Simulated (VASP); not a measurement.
A run of VASP 6.6.1 is set up as follows.

File INCAR:

```
SYSTEM = MnO
PREC     = Accurate       ! precision mode
ENCUT    = 520            ! plane-wave cutoff, eV
EDIFF    = 1E-7           ! SCF threshold, eV
ISMEAR   = -1             ! smearing method
SIGMA    = 0.05           ! smearing width, eV
LREAL    = .False.        ! projectors in reciprocal space
LASPH    = .True.         ! aspherical terms in the spheres
NELM     = 150            ! most SCF steps
ALGO     = Normal         ! electronic algorithm
ISIF     = 2              ! what is computed and relaxed
LWAVE    = .False.        ! write WAVECAR
LCHARG   = .False.        ! write CHGCAR
ISPIN    = 2              ! spin polarisation
MAGMOM   = 4 0            ! initial moments
LORBIT   = 11             ! projections on sites
LMAXMIX  = 4              ! l up to which the mixer works
GGA      = B5             ! functional
ALDAX    = 1.0          
AGGAX    = 1.0          
AGGAC    = 1.0          
ALDAC    = 0.0          
IVDW     = 12             ! dispersion correction
VDW_S6   = 1.0          
VDW_S8   = 2.6996       
VDW_A1   = 0.4298       
VDW_A2   = 4.2359       
NBANDS   = 20             ! bands
```

File KPOINTS:

```
regular mesh
0
Gamma
  10 10 10
  0 0 0
```

POSCAR

```
MnO
1.0
    0.0000000000      2.2271783410      2.2271783410
    2.2271783410      0.0000000000      2.2271783410
    2.2271783410      2.2271783410      0.0000000000
Mn O
1 1
Direct
    0.0000000000      0.0000000000      0.0000000000
    0.5000000000      0.5000000000      0.5000000000
```

Potentials or basis: VASP PAW PBE potentials, release 64 (Mn_pv, O).

Run with:

```sh
$ cat potpaw_PBE.64/Mn_pv/POTCAR potpaw_PBE.64/O/POTCAR > POTCAR
$ mpirun -np 1 vasp_std > vasp.out
```

Question: What does it give for the net moment?

Answer: 4.72 μB per cell.

Question: Predict the dispersion energy per atom.

Answer: -0.678 eV.

Question: What does it give for the pressure?

Answer: 0.2 GPa.

Caveat: the PAW data sets were made with another functional, which shifts forces and pressure a little; a cell with one magnetic atom can't hold antiferromagnetic order, which such compounds often take.
